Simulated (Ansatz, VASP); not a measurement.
## Two plane-wave programs on Al3B2W

```
Al B W
1.0
     4.98362    0.00000    0.00000
    -2.49181    4.31594    0.00000
     0.00000    0.00000    3.27476
Al B W
3 2 1
Direct
  0.50000 0.00000 0.50000
  0.50000 0.50000 0.50000
  0.00000 0.50000 0.50000
  0.33333 0.66667 0.00000
  0.66667 0.33333 0.00000
  0.00000 0.00000 0.00000
```

Alike in both runs: functional PBE; k mesh 4 × 4 × 5; occupations gaussian, width 0.2 eV; no spin polarisation.

Ansatz relaxed the structure, and its values are those at the end. VASP's run is a single point on that final structure, the one shown.

```csv
,VASP,Ansatz
version,VASP 6.6.1,Ansatz 0.2.0
potentials or method,"VASP PAW PBE potentials, release 64 (Al, B, W_sv), cutoff 500 eV","scalar-relativistic, plane waves, PAW"
valence electrons in the cell,29,29
```

|  | VASP | Ansatz | Ansatz less VASP |
| --- | --- | --- | --- |
| gap on the k mesh at the Fermi level (eV) | none | none | - |
| pressure (GPa) | 0.4 | 0.4 | +0.02 |

A gap of «none» marks a metal or a gap that the smearing closes.

The k mesh is coarse, so the values compare programs but aren't converged. Neither program's run includes spin-orbit coupling.
